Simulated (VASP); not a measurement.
Set up this calculation in VASP 6.6.1, as the native input.

```yaml
Task: single point
Functional: r2SCAN
Potentials_or_basis: VASP PAW PBE potentials, release 64 (Ba_sv, H)
Cutoff: 520 eV
k_mesh: 9 × 9 × 6
Occupations: gaussian, width 0.01 eV
Spin: no spin polarisation
Dipole_correction: no
Further_INCAR_settings: ALGO = Normal; EDIFF = 1e-06; NBANDS = 21
```

BaH2:

```
CELL_PARAMETERS angstrom
4.17267 0.00000 0.00000
-2.08633 3.61364 0.00000
0.00000 0.00000 5.28769
ATOMIC_POSITIONS crystal
Ba 0.66667 0.33333 0.75000
Ba 0.33333 0.66667 0.25000
H 0.33333 0.66667 0.75000
H 0.66667 0.33333 0.25000
H 0.00000 0.00000 0.50000
H 0.00000 0.00000 0.00000
```

These files were run (other wordings do the same):

POSCAR

```
BaH2
1.0
    4.1726668501      0.0000000000      0.0000000000
   -2.0863334250      3.6136354937      0.0000000000
    0.0000000000      0.0000000000      5.2876941421
Ba H
2 4
Direct
    0.6666666667      0.3333333333      0.7500000000
    0.3333333333      0.6666666667      0.2500000000
    0.3333333333      0.6666666667      0.7500000000
    0.6666666667      0.3333333333      0.2500000000
    0.0000000000      0.0000000000      0.5000000000
    0.0000000000      0.0000000000      0.0000000000
```

INCAR.step1

```
PREC = Accurate
ENCUT = 520
ISMEAR = 0
SIGMA = 0.01
LREAL = F
LASPH = T
NELM = 100
NBANDS = 21
GGA = PE
ALGO = Normal
EDIFF = 1E-4
LWAVE = T
LCHARG = F
```

INCAR.step2

```
PREC = Accurate
ENCUT = 520
EDIFF = 1E-6
ISMEAR = 0
SIGMA = 0.01
LREAL = F
LASPH = T
NELM = 100
ALGO = Normal
ISIF = 2
LWAVE = F
LCHARG = T
METAGGA = R2SCAN
LMIXTAU = T
LELF = T
LVHAR = T
NBANDS = 21
ISTART = 1
```

KPOINTS

```
Automatic mesh
0
Gamma
  9 9 6
```

Potentials or basis: VASP PAW PBE potentials, release 64 (Ba_sv, H).

Run with:

```bash
$ cat potpaw_PBE.64/Ba_sv/POTCAR potpaw_PBE.64/H/POTCAR > POTCAR
$ cp INCAR.step1 INCAR
$ mpirun -np 1 vasp_std > vasp.out
$ cp INCAR.step2 INCAR
$ mpirun -np 1 vasp_std > vasp.out
```

It gave:

```
Pressure               : 14.7 GPa
Band gap on the k mesh : 2.34 eV, indirect (least direct gap 2.93 eV)
```

Caveat: the PAW data sets were made with another functional, which shifts forces and pressure a little; spin-orbit coupling is left out, which moves the levels of the heavy elements.

Run time: 110 s on 1 thread of Intel(R) Xeon(R) 6975P-C (Granite Rapids), with other jobs on the host, peak memory 0.24 GiB.
